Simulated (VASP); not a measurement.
Here is a VASP 6.6.1 calculation.

INCAR

```
SYSTEM = AlC32
  PREC = Accurate
  ENCUT = 520
  EDIFF = 1E-6
  ISMEAR = 0
  SIGMA = 0.02
  LREAL = Auto
  LASPH = .TRUE.
  NELM = 150
  ALGO = Normal
  ISIF = 2
  LWAVE = .FALSE.
  LCHARG = .FALSE.
  ISPIN = 2
  MAGMOM = 0 0 0 0 0 0 0 0 0 0 0 0 0 0 0 0 0 0 0 0 0 0 0 0 0 0 0 0 0 0 0 0 1
  LORBIT = 11
  GGA = PE
  NBANDS = 92
```

Contents of KPOINTS:

```
regular mesh
0
G
  2 2 1
  0 0 0
```

The input POSCAR:

```
AlC32
1.0
    9.8640000000      0.0000000000      0.0000000000
   -4.9320000000      8.5424750000      0.0000000000
    0.0000000000      0.0000000000     12.0000000000
C Al
32 1
Direct
   -0.0015491009      0.0013893775      0.0837448302
    0.1648068537      0.0840453668      0.0829755105
   -0.0021989302      0.2499959150      0.0824163744
    0.1651300389      0.3338566352      0.0825102369
   -0.0020711073      0.5003342587      0.0824061945
    0.1652815848      0.5840372748      0.0825129401
   -0.0015107632      0.7501854158      0.0837043547
    0.1651732831      0.8337901204      0.0830263266
    0.2479175656      0.0003176271      0.0827871491
    0.4146797016      0.0837386983      0.0827327024
    0.2476623574      0.2506985763      0.0825664264
    0.4146921601      0.3332996137      0.0826646515
    0.2477937553      0.5002808861      0.0825151831
    0.4144873110      0.5836199311      0.0824750265
    0.2477233552      0.7497477121      0.0825500815
    0.4147439166      0.8342141625      0.0823688967
    0.4973078660      0.0000050517      0.0825072939
    0.6645861025      0.0834353886      0.0823765966
    0.4972081000      0.2499627286      0.0827579951
    0.6644870221      0.3336474328      0.0826345790
    0.4972225246      0.4997572150      0.0829191404
    0.6639683316      0.5829301066      0.0836541567
    0.4975585853      0.7504838955      0.0825785205
    0.6639529587      0.8342366371      0.0834060172
    0.7474322574      0.0010174944      0.0827241967
    0.9149809612      0.0847844791      0.0828637720
    0.7481510249      0.2504007318      0.0823530050
    0.9143004754      0.3334341337      0.0822781141
    0.7473715333      0.4988709369      0.0829531432
    0.9151342530      0.5826631380      0.0827943414
    0.7464111210      0.7500218029      0.0837079594
    0.9159322051      0.8346803398      0.0839002727
    0.8289924960      0.7430064163      0.2662996109
```

Potentials or basis: VASP PAW PBE potentials, release 64 (C, Al).

The run is started by

```bash
$ cat potpaw_PBE.64/C/POTCAR potpaw_PBE.64/Al/POTCAR > POTCAR
$ mpirun -np 1 vasp_std > vasp.out
```

Task: What does it give for the largest force?

Result: 0.029 eV/Å.

Task: Predict the net moment.

Result: 0.00 μB per cell.

Forces in eV/Å, atoms in the order of the input:
```
C   -0.008 -0.003  0.001
C    0.014  0.006 -0.001
C   -0.016  0.002  0.001
C    0.008  0.013  0.002
C   -0.008  0.001  0.001
C    0.007 -0.012  0.003
C   -0.009 -0.010  0.007
C    0.013 -0.001 -0.003
C   -0.016  0.003 -0.002
C    0.018  0.001  0.002
C   -0.004  0.000 -0.002
C    0.011 -0.011  0.003
C   -0.011 -0.008 -0.002
C    0.010 -0.004  0.005
C   -0.009  0.012  0.000
C    0.012 -0.001  0.003
C   -0.015 -0.003 -0.005
C    0.016  0.005  0.001
C   -0.018 -0.003 -0.002
C    0.017  0.000  0.000
C   -0.015 -0.001 -0.004
C    0.003  0.005  0.006
C   -0.012  0.006  0.002
C    0.023 -0.015  0.007
C   -0.012  0.016  0.002
C    0.006  0.002 -0.001
C   -0.014 -0.008  0.000
C    0.012  0.001  0.001
C   -0.005 -0.021 -0.007
C   -0.003  0.002  0.001
C    0.002  0.004  0.004
C   -0.004  0.022  0.000
Al   0.006  0.001 -0.023
```

Caveat: the k points lie up to 0.37 Å⁻¹ apart; there is no dipole correction, which matters where the two faces differ.
